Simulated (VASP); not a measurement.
Runs of VASP 6.6.1 on NbAg3. The structure is that of space group P6/mmm (No. 191), or close to it. The cells are those of the table. The cell was generated, and may not be a known phase.

```csv
task,spin,cell,k mesh,cutoff (eV),gap on the mesh (eV),pressure (GPa),moment (μB)
single point,off,"a = 4.125, b = 4.125, c = 5.176 Å, angles 90.0, 90.0, 120.0°, 4 atoms",6 × 6 × 4,520,none,(b),-
single point,collinear,"a = 4.771, b = 4.771, c = 5.261 Å, angles 90.0, 90.0, 120.0°, 4 atoms",12 × 12 × 10,520,none,-0.1,(a)
single point,off,"a = 4.750, b = 4.750, c = 5.030 Å, angles 90.0, 90.0, 120.0°, 4 atoms",6 × 6 × 4,520,none,0.0,-
single point,collinear,"a = 4.750, b = 4.750, c = 5.030 Å, angles 90.0, 90.0, 120.0°, 4 atoms",6 × 6 × 4,520,none,2.4,2.75
relaxation of cell and atoms,off,"relaxed from a = 4.125, b = 4.125, c = 5.176 Å, angles 90.0, 90.0, 120.0°, 4 atoms",6 × 6 × 4,600,none,0.1,-
```

Alike in all rows: level PBE; potentials or basis VASP PAW PBE potentials, release 64 (Nb_sv, Ag); smearing gaussian 0.1 eV.

Question: Fill in the values left out.

Answer: (a) 3.40; (b) 46.0.

Caveats: the stress differs along the axes, from 5 to 67 GPa (at least some runs).

A k mesh can miss the band edges, and the runs leave out spin-orbit coupling on Ag, Nb.

A gap of «none» marks levels without a gap at the run's occupations.
